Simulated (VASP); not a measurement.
A run of VASP 6.6.1:

Contents of INCAR:

```
SYSTEM = BN
  ALGO = Normal
  EDIFF = 1E-6
  ENCUT = 600
  GGA = PE
  GGA_COMPAT = .FALSE.
  ISIF = 2
  ISMEAR = 0
  IVDW = 13
  LASPH = .TRUE.
  LCHARG = .TRUE.
  LELF = .TRUE.
  LREAL = .FALSE.
  LVHAR = .TRUE.
  LWAVE = .FALSE.
  NBANDS = 16
  NELM = 120
  PREC = Accurate
  SIGMA = 0.01
```

The input KPOINTS:

```
k-points
0
G
  6 6 2
  0 0 0
```

POSCAR

```
BN
1.0
    2.4982400000      0.0000000000      0.0000000000
   -1.2491200000      2.1635393000      0.0000000000
    0.0000000000      0.0000000000      6.6357000000
B N
2 2
Direct
    0.3333333333      0.6666666667      0.2500000000
    0.6666666667      0.3333333333      0.7500000000
    0.3333333333      0.6666666667      0.7650000000
    0.6666666667      0.3333333333      0.2500000000
```

Potentials or basis: VASP PAW PBE potentials, release 64 (B, N).

Run with:

```console
$ cat potpaw_PBE.64/B/POTCAR potpaw_PBE.64/N/POTCAR > POTCAR
$ mpirun -np 1 vasp_std > vasp.out
```

Hardware: 1 thread of Intel(R) Xeon(R) Platinum 8375C CPU @ 2.90GHz (Ice Lake) (shared host).

Question: Estimate the wall time of this run.

Answer: Wall time 8.2 s on 1 thread of Intel(R) Xeon(R) Platinum 8375C CPU @ 2.90GHz (Ice Lake) (shared host), peak memory 0.15 GiB. Counts: scf iterations 13, k points 14.
